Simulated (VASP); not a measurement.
# Si5As3 (P1) in VASP: single point with PBE

Aim: the single point of Si5As3 with PBE.

Program: VASP 6.6.1. These are calculated values, not measurements. Logs are shortened: lines on timing, memory, paths and dates and some standing lists are left out, and cuts for length are marked.

### Step 1. The cell of the first run

The typed cell holds 16 atoms: a = 3.755 Å, b = 3.755 Å, c = 32.036 Å, α = 89.24°, β = 90.30°, γ = 120.02°.

### Step 2. Single point, PBE

INCAR

```
  PREC = Accurate
  ENCUT = 520
  EDIFF = 1E-6
  ISMEAR = 0
  SIGMA = 0.1
  LREAL = Auto
  LASPH = T
  NELM = 80
  ALGO = Normal
  ISIF = 2
  LWAVE = F
  LCHARG = F
  GGA = PE
  NBANDS = 49
```

KPOINTS

```
regular mesh
0
Gamma
  6 6 1
```

POSCAR

```
Si5As3
1.0
    3.7554011731     -0.0007302835     -0.0096129419
   -1.8781076283      3.2519648126      0.0248099736
   -0.0854525394      0.1956289715     32.0352794778
Si As
10 6
Direct
   -0.0069459151      0.9859803755      0.0375890162
   -0.0040268315     -0.0027666625      0.9646799065
    0.0066039468      0.0233692804      0.3061839257
    0.3393257240      0.6866860777      0.3321015363
    0.3374615753      0.6775297306      0.4054731947
    0.0088017243      0.0334392093      0.2328105149
   -0.0028353194     -0.0177692463      0.6930783453
    0.6642540739      0.3185348906      0.6671234180
    0.6661443736      0.3278314682      0.5937456694
   -0.0050446282      0.9726386761      0.7664504976
    0.6633289443      0.3347896300      0.9312483314
    0.3256640975      0.6484634780      0.0710135961
    0.6760337090      0.3706908366      0.1992012767
    0.6703209172      0.3403152223      0.4391037678
    0.3276437678      0.6350906421      0.8000738394
    0.3332698405      0.6651763914      0.5601231639
```

Potentials or basis: VASP PAW PBE potentials, release 64 (Si, As).

The run is started by

```sh
$ cat potpaw_PBE.64/Si/POTCAR potpaw_PBE.64/As/POTCAR > POTCAR
$ mpirun -np 1 vasp_std > vasp.out
```

OUTCAR:

```text
PREC = Accurate
   ENCUT = 520
   EDIFF = 1E-6
   ISMEAR = 0
   LREAL = Auto
   LASPH = T
   NELM = 80
   ISIF = 2
   GGA = PE

 ion  position               nearest neighbor table
   1  0.993  0.986  0.038-   2 2.34  12 2.42  12 2.42  12 2.42
   2  0.996  0.997  0.965-   1 2.34  11 2.42  11 2.42  11 2.42
   3  0.007  0.023  0.306-   4 2.32   4 2.32   4 2.32   6 2.35
   4  0.339  0.687  0.332-   3 2.32   3 2.32   3 2.32   5 2.35
   5  0.337  0.678  0.405-   4 2.35  14 2.42  14 2.42  14 2.42
   6  0.009  0.033  0.233-   3 2.35  13 2.42  13 2.42  13 2.42
   7  0.997  0.982  0.693-   8 2.32   8 2.32   8 2.32  10 2.35
   8  0.664  0.319  0.667-   7 2.32   7 2.32   7 2.32   9 2.35
   9  0.666  0.328  0.594-   8 2.35  16 2.42  16 2.42  16 2.42
  10  0.995  0.973  0.766-   7 2.35  15 2.42  15 2.42  15 2.42
  11  0.663  0.335  0.931-   2 2.42   2 2.42   2 2.42
  12  0.326  0.648  0.071-   1 2.42   1 2.42   1 2.42
  13  0.676  0.371  0.199-   6 2.42   6 2.42   6 2.42
  14  0.670  0.340  0.439-   5 2.42   5 2.42   5 2.42
  15  0.328  0.635  0.800-  10 2.42  10 2.42  10 2.42
  16  0.333  0.665  0.560-   9 2.42   9 2.42   9 2.42

  LATTYP: Found a triclinic cell.
 ALAT       =     3.7543292299
 B/A-ratio  =     1.0002888179
 C/A-ratio  =     8.6862907983
 COS(alpha) =     0.0050691697
 COS(beta)  =     0.1648250191
 COS(gamma) =     0.4998539295

  Lattice vectors:

 A1 = (   1.8772935448,   3.2512345291,   0.0151970317)
 A2 = (   3.7554011731,  -0.0007302835,  -0.0096129419)
 A3 = (   0.0846384559,   6.3075703702, -31.9952724725)

Analysis of symmetry for initial positions (statically):
=====================================================================
 Subroutine PRICEL returns:
 Original cell was already a primitive cell.

 Routine SETGRP: Setting up the symmetry group for a
 triclinic supercell.

 Subroutine GETGRP returns: Found  1 space group operations
 (whereof  1 operations were pure point group operations)
 out of a pool of  2 trial point group operations.

The static configuration has the point symmetry C_1 .

Analysis of symmetry for dynamics (positions and initial velocities):
=====================================================================
 Subroutine PRICEL returns:
 Original cell was already a primitive cell.

 Routine SETGRP: Setting up the symmetry group for a
 triclinic supercell.

 Subroutine GETGRP returns: Found  1 space group operations
 (whereof  1 operations were pure point group operations)
 out of a pool of  2 trial point group operations.

The dynamic configuration has the point symmetry C_1 .

 Subroutine INISYM returns: Found  1 space group operations
 (whereof  1 operations are pure point group operations),
 and found     1 'primitive' translations

----------------------------------------------------------------------------------------

                                     Primitive cell

  volume of cell :     391.1674

  direct lattice vectors                    reciprocal lattice vectors
     3.755401173 -0.000730284 -0.009612942     0.266312459  0.153805213 -0.000228863
    -1.878107628  3.251964813  0.024809974     0.000055000  0.307552494 -0.001877976
    -0.085452539  0.195628971 32.035279478     0.000079871 -0.000192034  0.031216971

  length of vectors
     3.755413548  3.755419942 32.035990761     0.307536049  0.307558233  0.031217664

  position of ions in fractional coordinates (direct lattice)
     0.993054085  0.985980375  0.037589016
     0.995973169  0.997233337  0.964679907
     0.006603947  0.023369280  0.306183926
     0.339325724  0.686686078  0.332101536
     0.337461575  0.677529731  0.405473195
     0.008801724  0.033439209  0.232810515
[... 8 lines left out ...]
     0.327643768  0.635090642  0.800073839
     0.333269841  0.665176391  0.560123164

  ion indices of the primitive-cell ions
   primitive index   ion index
                 1           1
                 2           2
                 3           3
                 4           4
                 5           5
                 6           6
[... 8 lines left out ...]
                15          15
                16          16

----------------------------------------------------------------------------------------

 KPOINTS: regular mesh

Automatic generation of k-mesh.
 Grid dimensions read from file:
 generate k-points for:    6    6    1

 Generating k-lattice:

  Cartesian coordinates                     Fractional coordinates (reciprocal lattice)
     0.044385410  0.025634202 -0.000038144     0.166666667  0.000000000  0.000000000
     0.000009167  0.051258749 -0.000312996    -0.000000000  0.166666667  0.000000000
     0.000079871 -0.000192034  0.031216971     0.000000000 -0.000000000  1.000000000

  Length of vectors
     0.051256008  0.051259705  0.031217664

  Shift w.r.t. Gamma in fractional coordinates (k-lattice)
     0.000000000  0.000000000  0.000000000

 Subroutine IBZKPT returns following result:
 ===========================================

 Found     20 irreducible k-points:

 Following reciprocal coordinates:
            Coordinates               Weight
  0.000000  0.000000  0.000000      1.000000
  0.166667 -0.000000  0.000000      2.000000
  0.333333  0.000000  0.000000      2.000000
  0.500000  0.000000  0.000000      1.000000
 -0.000000  0.166667  0.000000      2.000000
  0.166667  0.166667  0.000000      2.000000
[... 12 lines left out ...]
  0.333333  0.500000  0.000000      2.000000
  0.500000  0.500000  0.000000      1.000000
   k-points           NKPTS =     20   k-points in BZ     NKDIM =     20   number of bands    NBANDS=     49
   number of dos      NEDOS =    301   number of ions     NIONS =     16
   total plane-waves  NPLWV = 188160
   dimension x,y,z NGX =    28 NGY =   28 NGZ =  240
   dimension x,y,z NGXF=    56 NGYF=   56 NGZF=  480
   ions per type =              10   6
   NGX,Y,Z   is equivalent  to a cutoff of  12.40, 12.40, 12.45 a.u.
   NGXF,Y,Z  is equivalent  to a cutoff of  24.79, 24.79, 24.91 a.u.
 SYSTEM =  unknown system
   PREC   = accura    normal or accurate (medium, high low for compatibility)
   ISTART =      0    job   : 0-new  1-cont  2-samecut
   ICHARG =      2    charge: 1-file 2-atom 10-const
   ISPIN  =      1    spin polarized calculation?
   LNONCOLLINEAR =      F non collinear calculations
   LSORBIT =      F    spin-orbit coupling
   LASPH  =      T    aspherical Exc in radial PAW
   ENCUT  =  520.0 eV  38.22 Ry    6.18 a.u.   6.98  6.98 59.57*2*pi/ulx,y,z
   NELM   =     80;   NELMIN=  2; NELMDL= -5     # of ELM steps
   EDIFF  = 0.1E-05   stopping-criterion for ELM
   LREAL  =      T    real-space projection
   EDIFFG = 0.1E-04   stopping-criterion for IOM
   NSW    =      0    number of steps for IOM
   IBRION =     -1    ionic relax: 0-MD 1-quasi-New 2-CG
   NFREE  =      0    steps in history (QN), initial steepest desc. (CG)
   ISIF   =      2    stress and relaxation
   ISYM   =      2    0-nonsym 1-usesym 2-fastsym
   POTIM  = 0.5000    time-step for ionic-motion
   TEBEG  =    0.0;   TEEND  =   0.0 temperature during run
   PSTRESS=    0.0 pullay stress
   NELECT =      70.0000    total number of electrons
   NUPDOWN=      -1.0000    fix difference up-down
   EMIN   =  10.00;   EMAX   =-10.00  energy-range for DOS
   EFERMI =   0.00;   METHOD = LEGACY
   ISMEAR =     0;   SIGMA  =   0.10  broadening in eV -4-tet -1-fermi 0-gaus
   EFERMI_NEDOS =   21; number of points for ismear=-14 and -15
   IALGO  =     38    algorithm
   IMIX   =      4    mixing-type and parameters
     AMIX     =   0.40;   BMIX     =  1.00
     AMIX_MAG =   1.60;   BMIX_MAG =  1.00
  volume/ion in A,a.u.               =      24.45       164.98
  Fermi-wavevector in a.u.,A,eV,Ry     =   0.922543  1.743354 11.579723  0.851086
  Thomas-Fermi vector in A             =   2.048081
   LORBIT       =      0    0 simple, 1 ext, 2 COOP (PROOUT), +10 PAW based schemes
   GGA     = PE    functional components
   LHFCALC =     F    Hartree Fock is set to
   AEXX    =    0.0000 exact exchange contribution
   IVDW    =     0    specifies the selected vdW correction
   LEPSILON=     F    determine dielectric tensor
   LRPA    =     F    only Hartree local field effects (RPA)
 non-spin polarized calculation
 Gauss-broadening in eV      SIGMA  =   0.10
  energy-cutoff  :      520.00
  volume of cell :      391.17
 maximum number of plane-waves:     10575
   NGX = 13   NGY = 13   NGZ =119

 number of electron      70.0000002 magnetization

 Free energy of the ion-electron system (eV)
  ---------------------------------------------------
  ext. energy  EPLUGINS =         0.00000000
  ---------------------------------------------------
  free energy    TOTEN  =       -82.83381175 eV

  energy without entropy =      -82.83381175  energy(sigma->0) =      -82.83381175

 E-fermi :   4.0728     XC(G=0):  -8.6501

 val. band max:        3.6541052620   @ k =   0.0000   0.0000   0.0000
 cond. band min:       4.7668415344   @ k =   0.3333   0.0000   0.0000
 fundamental gap:      1.1127362724
 Fermi energy:         4.0728429364

 k-point     1 :       0.0000    0.0000    0.0000
  band No.  band energies     occupation
      1      -9.1793      2.00000
      2      -9.0510      2.00000
      3      -9.0282      2.00000
      4      -8.9438      2.00000
      5      -8.9176      2.00000
      6      -8.6524      2.00000
[... 39 lines left out ...]
     46       6.5083      0.00000
     47       6.5096      0.00000

 k-point     2 :       0.1667   -0.0000    0.0000
  band No.  band energies     occupation
      1      -8.8576      2.00000
      2      -8.7309      2.00000
      3      -8.7082      2.00000
      4      -8.6290      2.00000
      5      -8.6032      2.00000
      6      -8.3480      2.00000
[... 39 lines left out ...]
     46       7.1251      0.00000
     47       7.3730      0.00000

 k-point     3 :       0.3333    0.0000    0.0000
  band No.  band energies     occupation
      1      -7.9620      2.00000
      2      -7.8471      2.00000
      3      -7.8254      2.00000
      4      -7.7695      2.00000
      5      -7.7459      2.00000
      6      -7.5410      2.00000
[... 39 lines left out ...]
     46       6.4249      0.00000
     47       7.4274      0.00000

 k-point     4 :       0.5000    0.0000    0.0000
  band No.  band energies     occupation
      1      -7.0821      2.00000
      2      -7.0586      2.00000
      3      -7.0419      2.00000
      4      -7.0394      2.00000
      5      -7.0239      2.00000
      6      -6.9959      2.00000
[... 739 lines left out ...]
     46       7.1557      0.00000
     47       7.1752      0.00000

 k-point    19 :       0.3333    0.5000    0.0000
  band No.  band energies     occupation
      1      -7.2205      2.00000
      2      -7.1412      2.00000
      3      -7.1220      2.00000
      4      -7.0992      2.00000
      5      -7.0806      2.00000
      6      -6.9648      2.00000
[... 39 lines left out ...]
     46       7.1610      0.00000
     47       7.1809      0.00000

 k-point    20 :       0.5000    0.5000    0.0000
  band No.  band energies     occupation
      1      -7.0823      2.00000
      2      -7.0614      2.00000
      3      -7.0428      2.00000
      4      -7.0410      2.00000
      5      -7.0251      2.00000
      6      -6.9980      2.00000
[... 39 lines left out ...]
     46       5.7071      0.00000
     47       6.9771      0.00000
 [bands above 47 left out]

------------------------ aborting loop because EDIFF is reached ----------------------------------------

  FORCE on cell =-STRESS in cart. coord.  units (eV):
  Direction    XX          YY          ZZ          XY          YZ          ZX
  --------------------------------------------------------------------------------------
  -------------------------------------------------------------------------------------
  Total        0.2315905      0.3035722      0.1951282      0.0291562      0.0611936      0.0430392
  in kB        0.9485686      1.2433975      0.7992229      0.1194203      0.2506419      0.1762835
  external PRESSURE =       0.9970630 kB  Pullay stress =       0.0000000 kB

 VOLUME and BASIS-vectors are now :
 -----------------------------------------------------------------------------
  energy-cutoff  :      520.00
  volume of cell :      391.17
      direct lattice vectors                 reciprocal lattice vectors
     3.755401173 -0.000730284 -0.009612942     0.266312459  0.153805213 -0.000228863
    -1.878107628  3.251964813  0.024809974     0.000055000  0.307552494 -0.001877976
    -0.085452539  0.195628971 32.035279478     0.000079871 -0.000192034  0.031216971

 POSITION                                       TOTAL-FORCE (eV/Angst)
 -----------------------------------------------------------------------------------
      1.87433      3.21300      1.21909        -0.001375      0.000816     -0.030184
      1.78493      3.43096     30.91896        -0.003329     -0.002470      0.028214
     -0.04525      0.13589      9.80920         0.003453     -0.008886      0.005306
     -0.04375      2.29780     10.65274         0.000869      0.011766     -0.003793
     -0.03982      2.28238     13.00301         0.003598      0.006988     -0.036342
     -0.04964      0.15428      7.45889        -0.000314     -0.008142      0.039604
[... 8 lines left out ...]
     -0.03070      2.22157     25.64320         0.000152      0.009548      0.036807
     -0.04557      2.27246     17.95700         0.001628      0.002403     -0.030436
 -----------------------------------------------------------------------------------
    total drift:                                0.004191      0.015321     -0.001585

  FREE ENERGIE OF THE ION-ELECTRON SYSTEM (eV)
  ---------------------------------------------------
  free  energy   TOTEN  =       -82.8338117535 eV

  energy  without entropy=      -82.8338117535  energy(sigma->0) =      -82.83381175
```

It took 7.1 min on 1 thread of Intel Xeon 6975P-C (Granite Rapids), shared host; peak memory 0.55 GiB.

Results:

* Free energy: -82.8338 eV
* Pressure: 0.1 GPa
* Largest force: 0.045 eV/Å
* Band gap on the k mesh: 1.11 eV (least direct gap 1.51 eV)

Forces on the atoms (eV/Å):
```
Si  -0.001  0.001 -0.030
Si  -0.003 -0.002  0.028
Si   0.003 -0.009  0.005
Si   0.001  0.012 -0.004
Si   0.004  0.007 -0.036
Si   0.000 -0.008  0.040
Si  -0.001 -0.009 -0.014
Si  -0.001  0.006  0.012
Si  -0.007 -0.002  0.041
Si   0.002 -0.004 -0.035
As  -0.001 -0.010 -0.042
As   0.005  0.009  0.040
As  -0.001 -0.004 -0.045
As  -0.001  0.004  0.033
As   0.000  0.010  0.037
As   0.002  0.002 -0.030
```
